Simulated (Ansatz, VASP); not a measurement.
**One calculation of Te5Mo, two programs**

```
Te Mo
1.0
     8.34310    0.00000    0.00000
    -4.17155    7.22533    0.00000
     0.00000    0.00000    3.25866
Te Mo
5 1
Direct
  0.00000 0.25886 0.50000
  0.74114 0.74114 0.50000
  0.25886 0.00000 0.50000
  0.66667 0.33333 0.00000
  0.33333 0.66667 0.00000
  0.00000 0.00000 0.00000
```

Alike in both runs: task single point; functional PBE; k mesh 6 × 6 × 12; occupations gaussian, width 0.1 eV; no spin polarisation.

```csv
,VASP,Ansatz
version,VASP 6.6.1,Ansatz 0.2.0
potentials or method,"VASP PAW PBE potentials, release 64 (Te, Mo_sv), cutoff 520 eV","scalar-relativistic, plane waves, PAW"
valence electrons in the cell,44,94
```

```tsv
	VASP	Ansatz	Ansatz less VASP
gap on the k mesh at the Fermi level (eV)	none	none	-
pressure (GPa)	0.0	0.0	+0.02
```

A gap of «none» marks a metal or a gap that the smearing closes. With one functional, cell and mesh, what is left measures potentials, basis and numerics. VASP's potentials hold 44 valence electrons a cell and Ansatz's 94, so a difference there can come from the potentials and not from the codes.

Neither program's run includes spin-orbit coupling.
